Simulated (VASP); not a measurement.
# PbS in VASP: notebook

PbS is run at these levels: PBEsol; tasks: single point.

Everything below comes from runs of VASP 6.6.1. Logs are shortened: lines on timing, memory, paths and dates and some standing lists are left out, and cuts for length are marked.

**1. The cell of the first run**

The cell holds a slab with vacuum, 4 atoms: a = 4.192 Å, b = 4.069 Å, c = 11.794 Å, α = 96.13°, β = 93.81°, γ = 89.21°.

**2. Single point, PBEsol (equal xy, yz and zx shear strains of -3 %)**

The input, INCAR:

```
SYSTEM = PbS
PREC     = Accurate       ! precision mode
ENCUT    = 520            ! plane-wave cutoff, eV
EDIFF    = 1E-7           ! SCF threshold, eV
ISMEAR   = -1             ! smearing method
SIGMA    = 0.01           ! smearing width, eV
LREAL    = .False.        ! projectors in reciprocal space
LASPH    = .True.         ! aspherical terms in the spheres
NELM     = 100            ! most SCF steps
ALGO     = Normal         ! electronic algorithm
ISIF     = 2              ! what is computed and relaxed
LWAVE    = .False.        ! write WAVECAR
LCHARG   = .False.        ! write CHGCAR
GGA      = PS             ! functional
NBANDS   = 28             ! bands
```

The input, KPOINTS:

```
Automatic mesh
0
Gamma
  7 7 3
  0 0 0
```

The input, POSCAR:

```
PbS
1.0
    2.9840000000     -2.9441075000     -0.0006075000
    2.8970000000      2.8558925000     -0.0876075000
   -1.2556893500     -0.1594386000     11.7254907500
Pb S
2 2
Direct
    0.7756000000      0.7756000000      0.6363800000
    0.2244000000      0.2244000000      0.3636200000
    0.2684000000      0.2684000000      0.5986000000
    0.7316000000      0.7316000000      0.4014000000
```

Potentials or basis: VASP PAW PBE potentials, release 64 (Pb_d, S).

On the command line:

```sh
cat potpaw_PBE.64/Pb_d/POTCAR potpaw_PBE.64/S/POTCAR > POTCAR
mpirun -np 1 vasp_std > vasp.out
```

OUTCAR:

```text
SYSTEM = PbS
   PREC = Accurate
   ENCUT = 520
   EDIFF = 1E-7
   ISMEAR = -1
   LREAL = .False.
   LASPH = .True.
   NELM = 100
   ISIF = 2
   GGA = PS

 ion  position               nearest neighbor table
   1  0.776  0.776  0.636-   4 2.75   3 2.92   3 2.95   3 2.96   3 2.99
   2  0.224  0.224  0.364-   3 2.75   4 2.92   4 2.95   4 2.96   4 2.99
   3  0.268  0.268  0.599-   2 2.75   1 2.92   1 2.95   1 2.96   1 2.99
   4  0.732  0.732  0.401-   1 2.75   2 2.92   2 2.95   2 2.96   2 2.99

  LATTYP: Found a triclinic cell.
 ALAT       =    17.6384875276
 B/A-ratio  =     0.3334936211
 C/A-ratio  =     1.3325337782
 COS(alpha) =     0.0001226985
 COS(beta)  =     0.6587315133
 COS(gamma) =     0.7479952466

  Lattice vectors:

 A1 = (  13.0176893500,  -0.0169914000, -11.9019207500)
 A2 = (   5.8810000000,  -0.0882150000,  -0.0882150000)
 A3 = (  -0.3856213000,  -2.5370153000, -23.3633740000)

Analysis of symmetry for initial positions (statically):
=====================================================================
 Subroutine PRICEL returns:
 Original cell was already a primitive cell.

 Routine SETGRP: Setting up the symmetry group for a
 triclinic supercell.

 Subroutine GETGRP returns: Found  2 space group operations
 (whereof  2 operations were pure point group operations)
 out of a pool of  2 trial point group operations.

The static configuration has the point symmetry S_2 .

Analysis of symmetry for dynamics (positions and initial velocities):
=====================================================================
 Subroutine PRICEL returns:
 Original cell was already a primitive cell.

 Routine SETGRP: Setting up the symmetry group for a
 triclinic supercell.

 Subroutine GETGRP returns: Found  2 space group operations
 (whereof  2 operations were pure point group operations)
 out of a pool of  2 trial point group operations.

The dynamic configuration has the point symmetry S_2 .

 Subroutine INISYM returns: Found  2 space group operations
 (whereof  2 operations are pure point group operations),
 and found     1 'primitive' translations

----------------------------------------------------------------------------------------

                                     Primitive cell

  volume of cell :     199.5646

  direct lattice vectors                    reciprocal lattice vectors
     2.984000000 -2.944107500 -0.000607500     0.167728991 -0.169663031  0.015655180
     2.897000000  2.855892500 -0.087607500     0.172982573  0.175322163  0.020908762
    -1.255689350 -0.159438600 11.725490750     0.001301137  0.001301137  0.085441309

  length of vectors
     4.191899968  4.068956383 11.793613091     0.239089195  0.247180112  0.085461121

  position of ions in fractional coordinates (direct lattice)
     0.775600000  0.775600000  0.636380000
     0.224400000  0.224400000  0.363620000
     0.268400000  0.268400000  0.598600000
     0.731600000  0.731600000  0.401400000

  ion indices of the primitive-cell ions
   primitive index   ion index
                 1           1
                 2           2
                 3           3
                 4           4

----------------------------------------------------------------------------------------

 KPOINTS: Automatic mesh

Automatic generation of k-mesh.
 Grid dimensions read from file:
 generate k-points for:    7    7    3

 Generating k-lattice:

  Cartesian coordinates                     Fractional coordinates (reciprocal lattice)
     0.023961284 -0.024237576  0.002236454     0.142857143 -0.000000000 -0.000000000
     0.024711796  0.025046023  0.002986966    -0.000000000  0.142857143  0.000000000
     0.000433712  0.000433712  0.028480436     0.000000000  0.000000000  0.333333333

  Length of vectors
     0.034155599  0.035311445  0.028487040

  Shift w.r.t. Gamma in fractional coordinates (k-lattice)
     0.000000000  0.000000000  0.000000000

 Subroutine IBZKPT returns following result:
 ===========================================

 Found     74 irreducible k-points:

 Following reciprocal coordinates:
            Coordinates               Weight
  0.000000  0.000000  0.000000      1.000000
  0.142857  0.000000  0.000000      2.000000
  0.285714  0.000000  0.000000      2.000000
  0.428571 -0.000000  0.000000      2.000000
  0.000000  0.142857  0.000000      2.000000
  0.142857  0.142857  0.000000      2.000000
[... 16 lines left out ...]
 -0.428571  0.428571  0.000000      2.000000
 -0.285714  0.428571  0.000000      2.000000
 [... further k-points ...]
   k-points           NKPTS =     74   k-points in BZ     NKDIM =     74   number of bands    NBANDS=     28
   number of dos      NEDOS =    301   number of ions     NIONS =      4
   total plane-waves  NPLWV =  86400
   dimension x,y,z NGX =    32 NGY =   30 NGZ =   90
   dimension x,y,z NGXF=    64 NGYF=   60 NGZF=  180
   ions per type =               2   2
   NGX,Y,Z   is equivalent  to a cutoff of  12.69, 12.26, 12.69 a.u.
   NGXF,Y,Z  is equivalent  to a cutoff of  25.38, 24.51, 25.37 a.u.
 SYSTEM =  PbS
   PREC   = accura    normal or accurate (medium, high low for compatibility)
   ISTART =      0    job   : 0-new  1-cont  2-samecut
   ICHARG =      2    charge: 1-file 2-atom 10-const
   ISPIN  =      1    spin polarized calculation?
   LNONCOLLINEAR =      F non collinear calculations
   LSORBIT =      F    spin-orbit coupling
   LASPH  =      T    aspherical Exc in radial PAW
   ENCUT  =  520.0 eV  38.22 Ry    6.18 a.u.   7.79  7.57 21.93*2*pi/ulx,y,z
   NELM   =    100;   NELMIN=  2; NELMDL= -5     # of ELM steps
   EDIFF  = 0.1E-06   stopping-criterion for ELM
   LREAL  =      F    real-space projection
   EDIFFG = 0.1E-05   stopping-criterion for IOM
   NSW    =      0    number of steps for IOM
   IBRION =     -1    ionic relax: 0-MD 1-quasi-New 2-CG
   NFREE  =      0    steps in history (QN), initial steepest desc. (CG)
   ISIF   =      2    stress and relaxation
   ISYM   =      2    0-nonsym 1-usesym 2-fastsym
   POTIM  = 0.5000    time-step for ionic-motion
   TEBEG  =    0.0;   TEEND  =   0.0 temperature during run
   PSTRESS=    0.0 pullay stress
   NELECT =      40.0000    total number of electrons
   NUPDOWN=      -1.0000    fix difference up-down
   EMIN   =  10.00;   EMAX   =-10.00  energy-range for DOS
   EFERMI =   0.00;   METHOD = LEGACY
   ISMEAR =    -1;   SIGMA  =   0.01  broadening in eV -4-tet -1-fermi 0-gaus
   EFERMI_NEDOS =   21; number of points for ismear=-14 and -15
   IALGO  =     38    algorithm
   IMIX   =      4    mixing-type and parameters
     AMIX     =   0.40;   BMIX     =  1.00
     AMIX_MAG =   1.60;   BMIX_MAG =  1.00
  volume/ion in A,a.u.               =      49.89       336.68
  Fermi-wavevector in a.u.,A,eV,Ry     =   0.958077  1.810503 12.488939  0.917911
  Thomas-Fermi vector in A             =   2.087152
   LORBIT       =      0    0 simple, 1 ext, 2 COOP (PROOUT), +10 PAW based schemes
   GGA     = PS    functional components
   LHFCALC =     F    Hartree Fock is set to
   AEXX    =    0.0000 exact exchange contribution
   IVDW    =     0    specifies the selected vdW correction
   LEPSILON=     F    determine dielectric tensor
   LRPA    =     F    only Hartree local field effects (RPA)
 non-spin polarized calculation
  energy-cutoff  :      520.00
  volume of cell :      199.56
 maximum number of plane-waves:      5403
   NGX = 15   NGY = 15   NGZ = 43

 number of electron      40.0000006 magnetization

 Free energy of the ion-electron system (eV)
  ---------------------------------------------------
  ext. energy  EPLUGINS =         0.00000000
  ---------------------------------------------------
  free energy    TOTEN  =       -18.40712125 eV

  energy without entropy =      -18.40712125  energy(sigma->0) =      -18.40712125

 E-fermi :   0.8939     XC(G=0):  -5.9565

 val. band max:        0.6448220965   @ k =   0.4286   0.0000   0.3333
 cond. band min:       1.9053968688   @ k =   0.0000   0.0000   0.3333
 fundamental gap:      1.2605747722
 Fermi energy:         0.8938510671

 k-point     1 :       0.0000    0.0000    0.0000
  band No.  band energies     occupation
      1     -15.6583      2.00000
      2     -15.5759      2.00000
      3     -15.5705      2.00000
      4     -15.5559      2.00000
      5     -15.5331      2.00000
      6     -15.5281      2.00000
[... 20 lines left out ...]
     27       6.8806      0.00000
     28       7.1175      0.00000

 k-point     2 :       0.1429    0.0000    0.0000
  band No.  band energies     occupation
      1     -15.6490      2.00000
      2     -15.5766      2.00000
      3     -15.5632      2.00000
      4     -15.5469      2.00000
      5     -15.5337      2.00000
      6     -15.5294      2.00000
[... 20 lines left out ...]
     27       6.4636      0.00000
     28       6.6994      0.00000

 k-point     3 :       0.2857    0.0000    0.0000
  band No.  band energies     occupation
      1     -15.6281      2.00000
      2     -15.5802      2.00000
      3     -15.5489      2.00000
      4     -15.5379      2.00000
      5     -15.5361      2.00000
      6     -15.5312      2.00000
[... 20 lines left out ...]
     27       6.0280      0.00000
     28       7.1895      0.00000

 k-point     4 :       0.4286   -0.0000    0.0000
  band No.  band energies     occupation
      1     -15.6067      2.00000
      2     -15.5901      2.00000
      3     -15.5472      2.00000
      4     -15.5452      2.00000
      5     -15.5395      2.00000
      6     -15.5344      2.00000
[... 578 lines left out ...]
     27       7.5234      0.00000
     28       7.7663      0.00000

 k-point    23 :      -0.4286    0.4286    0.0000
  band No.  band energies     occupation
      1     -15.6560      2.00000
      2     -15.6519      2.00000
      3     -15.5546      2.00000
      4     -15.5498      2.00000
      5     -15.5341      2.00000
      6     -15.5334      2.00000
[... 20 lines left out ...]
     27       7.5577      0.00000
     28       7.8867      0.00000

 k-point    24 :      -0.2857    0.4286    0.0000
  band No.  band energies     occupation
      1     -15.6330      2.00000
      2     -15.6211      2.00000
      3     -15.5537      2.00000
      4     -15.5505      2.00000
      5     -15.5383      2.00000
      6     -15.5342      2.00000
[... 20 lines left out ...]
     27       6.6737      0.00000
     28       7.4428      0.00000

 [... further k-points ...]

------------------------ aborting loop because EDIFF is reached ----------------------------------------

  FORCE on cell =-STRESS in cart. coord.  units (eV):
  Direction    XX          YY          ZZ          XY          YZ          ZX
  --------------------------------------------------------------------------------------
  -------------------------------------------------------------------------------------
  Total       -1.2446163     -0.1827551     -2.6509465      0.4355138      0.2061343      0.1970338
  in kB       -9.9922317     -1.4672242    -21.2827623      3.4964630      1.6549211      1.5818592
  external PRESSURE =     -10.9140727 kB  Pullay stress =       0.0000000 kB

 VOLUME and BASIS-vectors are now :
 -----------------------------------------------------------------------------
  energy-cutoff  :      520.00
  volume of cell :      199.56
      direct lattice vectors                 reciprocal lattice vectors
     2.984000000 -2.944107500 -0.000607500     0.167728991 -0.169663031  0.015655180
     2.897000000  2.855892500 -0.087607500     0.172982573  0.175322163  0.020908762
    -1.255689350 -0.159438600 11.725490750     0.001301137  0.001301137  0.085441309

 POSITION                                       TOTAL-FORCE (eV/Angst)
 -----------------------------------------------------------------------------------
      3.76221     -0.16988      7.39345         0.004695      0.009825     -0.671860
      0.86310     -0.07777      4.24383        -0.004695     -0.009825      0.671860
      0.82680     -0.11912      6.99520         0.073594      0.078005     -0.194401
      3.79851     -0.12854      4.64207        -0.073594     -0.078005      0.194401
 -----------------------------------------------------------------------------------
    total drift:                                0.000000      0.000000      0.000000

  FREE ENERGIE OF THE ION-ELECTRON SYSTEM (eV)
  ---------------------------------------------------
  free  energy   TOTEN  =       -18.4071212488 eV

  energy  without entropy=      -18.4071212488  energy(sigma->0) =      -18.40712125
```

Run time: 3.5 min. Hardware: 1 thread of AMD EPYC 9R45 (Zen 5), shared host; peak memory 0.46 GiB.

What came out:

```
Free energy            : -18.4071 eV
Largest force          : 0.672 eV/Å
Band gap on the k mesh : 1.26 eV, indirect (least direct gap 1.27 eV)
```

Forces in eV/Å, atoms in the order of the input:
```
Pb   0.005  0.010 -0.672
Pb  -0.005 -0.010  0.672
S    0.074  0.078 -0.194
S   -0.074 -0.078  0.194
```

Levels at points of the mesh, in eV from the valence-band top:
```
           k point  band 18  band 19  band 20  band 21  band 22  band 23
(0.00, 0.00, 0.00)    -1.55    -1.28    -0.01     1.35     3.11     4.83
```

Caveat: the cell differs from its parent crystal (equal xy, yz and zx shear strains of -3 %); the PAW data sets were made with another functional, which shifts forces and pressure a little; spin-orbit coupling is left out, which moves the levels of the heavy elements.

**3. Single point, PBEsol (equal xy, yz and zx shear strains of +3 %)**

The input, INCAR:

```
SYSTEM = PbS
ALGO = Normal ; EDIFF = 1E-6
ENCUT = 520 ; GGA = PS
ISIF = 2 ; ISMEAR = -1
LASPH = .True. ; LCHARG = .False.
LREAL = .False. ; LWAVE = .False.
NBANDS = 28 ; NELM = 60
PREC = Accurate ; SIGMA = 0.01
```

The input, KPOINTS:

```
k-points
0
Gamma
  7 7 3
  0 0 0
```

The input, POSCAR:

```
PbS
1.0
    2.8970000000     -2.8558925000      0.0006075000
    2.9840000000      2.9441075000      0.0876075000
   -0.9044106500      0.1594386000     11.6930892500
Pb S
2 2
Direct
    0.7756000000      0.7756000000      0.6363800000
    0.2244000000      0.2244000000      0.3636200000
    0.2684000000      0.2684000000      0.5986000000
    0.7316000000      0.7316000000      0.4014000000
```

Potentials or basis: VASP PAW PBE potentials, release 64 (Pb_d, S).

On the command line:

```sh
cat potpaw_PBE.64/Pb_d/POTCAR potpaw_PBE.64/S/POTCAR > POTCAR
mpirun -np 1 vasp_std > vasp.out
```

It took 5.8 min on 1 thread of Oxide Virtual Turin-like, shared host; peak memory 0.47 GiB.

The run converged. Its results:

| Quantity | Value |
| --- | --- |
| Free energy | -18.4061 eV |
| Largest force | 0.672 eV/Å |
| Band gap on the k mesh | 1.26 eV, indirect (least direct gap 1.27 eV) |

Forces on the atoms (eV/Å):
```
Pb  -0.001 -0.004 -0.672
Pb   0.001  0.004  0.672
S   -0.092 -0.088 -0.195
S    0.092  0.088  0.195
```

Levels at points of the mesh, in eV from the valence-band top:
| k point | band 17 | band 18 | band 19 | band 20 | band 21 | band 22 | band 23 | band 24 |
| --- | --- | --- | --- | --- | --- | --- | --- | --- |
| (0.00, 0.00, 0.00) | -2.36 | -1.56 | -1.27 | -0.01 | 1.35 | 3.12 | 4.83 | 5.15 |

Caveat: the cell differs from its parent crystal (equal xy, yz and zx shear strains of +3 %); the PAW data sets were made with another functional, which shifts forces and pressure a little; spin-orbit coupling is left out, which moves the levels of the heavy elements.
